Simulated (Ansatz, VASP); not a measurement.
## CaO: VASP beside Ansatz

The input POSCAR:

```
CaO
1.0
    0.0000000000      2.5024624694      2.5024624694
    2.5024624694      0.0000000000      2.5024624694
    2.5024624694      2.5024624694      0.0000000000
Ca O
1 1
Direct
    0.0000000000      0.0000000000      0.0000000000
    0.2500000000      0.2500000000      0.2500000000
```

INCAR.step1

```
ALGO = Normal
EDIFF = 1E-4
ENCUT = 520
GGA = PE
ISMEAR = 0
LASPH = True
LCHARG = False
LREAL = False
LWAVE = True
NBANDS = 15
NELM = 60
PREC = Accurate
SIGMA = 0.01
```

File INCAR.step2:

```
ALGO = Normal
EDIFF = 1E-6
ENCUT = 520
ISIF = 2
ISMEAR = 0
ISTART = 1
LASPH = True
LCHARG = False
LMIXTAU = True
LREAL = False
LWAVE = False
METAGGA = R2SCAN
NBANDS = 15
NELM = 60
PREC = Accurate
SIGMA = 0.01
```

Contents of KPOINTS:

```
k-points
0
Gamma
  8 8 8
```

Input for Ansatz:

```yaml
crystal:
  lattice:
    - [0.0, 2.5024624694, 2.5024624694]
    - [2.5024624694, 0.0, 2.5024624694]
    - [2.5024624694, 2.5024624694, 0.0]
  atoms:
    - { symbol: Ca, position: [0.0, 0.0, 0.0] }
    - { symbol: O, position: [0.25, 0.25, 0.25] }
kpoints:
  mp_grid: { grid: [8, 8, 8] }
  band_path:
    path:
      - [0.0, 0.0, 0.0]
      - [-0.5, -0.5, 0.0]
      - [-0.375, -0.375, 0.25]
      - [-0.375, 0.0, 0.375]
      - [0.0, 0.0, 0.5]
      - [-0.5, -0.25, 0.25]
      - [0.25, -0.5, -0.25]
    npoints: 1
hamiltonian:
  xc: r2scan
scf:
  occupations: { method: fixed }
  n_extra_bands: 4
output:
  forces: true
  stress: true
  eigenvalues: true
  write_density: true
  write_potential: true
  elf: true
  volumetric_format: npy
```

Change from the starting cell: hydrostatic strain -4.0%.

Alike in both runs: task single point; functional r2SCAN; k mesh 8 × 8 × 8; no spin polarisation.

|  | VASP | Ansatz |
| --- | --- | --- |
| version | VASP 6.6.1 | Ansatz 0.2.0 |
| potentials or method | VASP PAW PBE potentials, release 64 (Ca_sv, O) | plane waves, PAW |
| plane-wave cutoff (eV) | 520 | 500 |
| occupations | gaussian, width 0.01 eV | fixed |
| valence electrons in the cell | 16 | 16 |

Ansatz gave:

| Item | Value |
| --- | --- |
| gap on the k mesh at the Fermi level (eV) | 4.19 |
| pressure (GPa) | 12.9 |

Task: Estimate VASP's values.

Result: gap on the k mesh at the Fermi level (eV): 4.16; pressure (GPa): 14.3.

VASP's potentials were made for PBE, not for r2SCAN.
